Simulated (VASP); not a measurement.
Write the native input for VASP 6.6.1 that does the following.

```yaml
Task: single point
Functional: PBE
Potentials_or_basis: VASP PAW PBE potentials, release 64 (Pr_3, B), 4f in core
Cutoff: 500 eV
k_mesh: 4 × 4 × 4
Occupations: gaussian, width 0.1 eV
Spin: no spin polarisation
Dipole_correction: no
Mended: yes
Further_INCAR_settings: ALGO = Normal; EDIFF = 1e-06; NBANDS = 26
```

The structure of Pr3B lies in POSCAR:

```
Pr3B
1.0
    0.0000000000      3.7196621274      3.7196621274
    3.7196621274      0.0000000000      3.7196621274
    3.7196621274      3.7196621274      0.0000000000
Pr B
3 1
Direct
    0.7500000000      0.7500000000      0.7500000000
    0.2500000000      0.2500000000      0.2500000000
    0.0000000000      0.0000000000      0.0000000000
    0.5000000000      0.5000000000      0.5000000000
```

The cell was built from a structure type or drawn by symmetry, and may not be a known phase.

The input as run:

INCAR

```
SYSTEM = Pr3B
ALGO     = Normal         ! electronic algorithm
EDIFF    = 1E-6           ! SCF threshold, eV
ENCUT    = 500            ! plane-wave cutoff, eV
GGA      = PE             ! functional
GGA_COMPAT= .FALSE.      
ISIF     = 2              ! what is computed and relaxed
ISMEAR   = 0              ! smearing method
LASPH    = .TRUE.         ! aspherical terms in the spheres
LCHARG   = .FALSE.        ! write CHGCAR
LMAXMIX  = 6              ! l up to which the mixer works
LREAL    = .FALSE.        ! projectors in reciprocal space
LWAVE    = .FALSE.        ! write WAVECAR
NBANDS   = 26             ! bands
NELM     = 200            ! most SCF steps
PREC     = Accurate       ! precision mode
SIGMA    = 0.1            ! smearing width, eV
```

KPOINTS

```
k-points
0
G
  4 4 4
  0 0 0
```

Potentials or basis: VASP PAW PBE potentials, release 64 (Pr_3, B), 4f in core.

The run is started by

```console
$ cat potpaw_PBE.64/Pr_3/POTCAR potpaw_PBE.64/B/POTCAR > POTCAR
$ mpirun -np 1 vasp_std > vasp.out
```

Results of the run:

```yaml
Pressure: -0.3 GPa
Band_gap_on_the_k_mesh: zero (bands 18 and 19 overlap by 0.33 eV)
```

Caveat: the k points lie up to 0.37 Å⁻¹ apart; spin-orbit coupling is left out, which moves the levels of the heavy elements; the 4f electrons are frozen in the core, so they carry no moment and show no levels.

It took 23 s on 1 thread of Intel(R) Xeon(R) 6975P-C (Granite Rapids), on a shared host, peak memory 0.23 GiB.
